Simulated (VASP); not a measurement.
A run of VASP 6.6.1 is set up as follows.

POSCAR

```
BiB
1.0
    4.1609172227      0.0000000000      0.0000000000
   -2.0804586113      3.6034600179      0.0000000000
    0.0000000000      0.0000000000      5.5892505505
B Bi
2 2
Direct
    0.3333333333      0.6666666667      0.2500000000
    0.6666666667      0.3333333333      0.7500000000
    0.6666666667      0.3333333333      0.2500000000
    0.3333333333      0.6666666667      0.7500000000
```

INCAR.step1

```
SYSTEM = BiB
PREC = Accurate ; ENCUT = 520
ISMEAR = -1 ; SIGMA = 0.02
LREAL = .FALSE. ; LASPH = .TRUE.
NELM = 80 ; ISYM = 0
NBANDS = 26 ; GGA = PE
ALGO = Normal ; EDIFF = 1E-4
LWAVE = .TRUE. ; LCHARG = .FALSE.
```

Contents of INCAR.step2:

```
SYSTEM = BiB
PREC = Accurate ; ENCUT = 520
EDIFF = 1E-6 ; ISMEAR = -1
SIGMA = 0.02 ; LREAL = .FALSE.
LASPH = .TRUE. ; NELM = 80
ALGO = Normal ; ISIF = 2
LWAVE = .FALSE. ; LCHARG = .FALSE.
METAGGA = R2SCAN ; LMIXTAU = .TRUE.
ISYM = 0 ; NBANDS = 26
ISTART = 1
```

KPOINTS

```
Automatic mesh
0
Gamma
  6 6 4
  0.5 0.5 0.5
```

Potentials or basis: VASP PAW PBE potentials, release 64 (B, Bi_d).

The run is started by

```console
$ cat potpaw_PBE.64/B/POTCAR potpaw_PBE.64/Bi_d/POTCAR > POTCAR
$ cp INCAR.step1 INCAR
$ mpirun -np 1 vasp_std > vasp.out
$ cp INCAR.step2 INCAR
$ mpirun -np 1 vasp_std > vasp.out
```

(1) Predict the pressure.

(2) Predict the band gap on the k mesh.

Results:

(1) 0.5 GPa.

(2) zero (bands 18 and 19 overlap by 1.60 eV).

Caveat: the stress differs along the axes, from -5 to 3 GPa; the PAW data sets were made with another functional, which shifts forces and pressure a little; spin-orbit coupling is left out, which moves the levels of the heavy elements.
